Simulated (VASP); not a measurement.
Wanted: the native input for a VASP 6.6.1 run.

* Task: electric field gradients
* Functional: LDA
* Potentials or basis: VASP PAW LDA potentials, release 64 (Cs_sv, I)
* Cutoff: 400 eV
* k mesh: 7 × 7 × 7
* Occupations: fermi-dirac, width 0.01 eV
* Spin: no spin polarisation
* Dipole correction: no
* Further INCAR settings: ALGO = Normal; EDIFF = 1e-08; NBANDS = 15

The structure of CsI lies in POSCAR:

```
CsI
1.0
    4.6123670000      0.0000000000      0.0000000000
    0.0000000000      4.6123670000      0.0000000000
    0.0000000000      0.0000000000      4.5667000000
Cs I
1 1
Direct
    0.0000000000      0.0000000000      0.0000000000
    0.5000000000      0.5000000000      0.5000000000
```

This cell differs from its parent crystal: equal xx and yy strain of +1 %.

The input as run:

INCAR

```
PREC = Accurate
ENCUT = 400
EDIFF = 1E-8
ISMEAR = -1
SIGMA = 0.01
LREAL = F
LASPH = T
NELM = 120
ALGO = Normal
ISIF = 2
LWAVE = F
LCHARG = F
LEFG = T
NBANDS = 15
GGA_COMPAT = F
```

KPOINTS

```
Automatic mesh
0
Gamma
  7 7 7
```

Potentials or basis: VASP PAW LDA potentials, release 64 (Cs_sv, I).

The run is started by

```console
$ cat potpaw_LDA.64/Cs_sv/POTCAR potpaw_LDA.64/I/POTCAR > POTCAR
$ mpirun -np 1 vasp_std > vasp.out
```

Results of the run:

- Pressure: -1.5 GPa
- Band gap on the k mesh: 3.47 eV (least direct gap 3.54 eV)
- Largest electric field gradient by atom: Cs +3.6; I -6.4 V/Å²

Caveat: the cell differs from its parent crystal (equal xx and yy strain of +1 %); without QUAD_EFG the Cq values of the log hold for a quadrupole moment of 1 mb, not for the nuclei; spin-orbit coupling is left out, which moves the levels of the heavy elements; an odd mesh through Γ misses points on the zone boundary, where band edges can lie.

Wall time 42 s on 1 thread of Intel Xeon 8259CL, with other jobs on the host, peak memory 0.17 GiB.
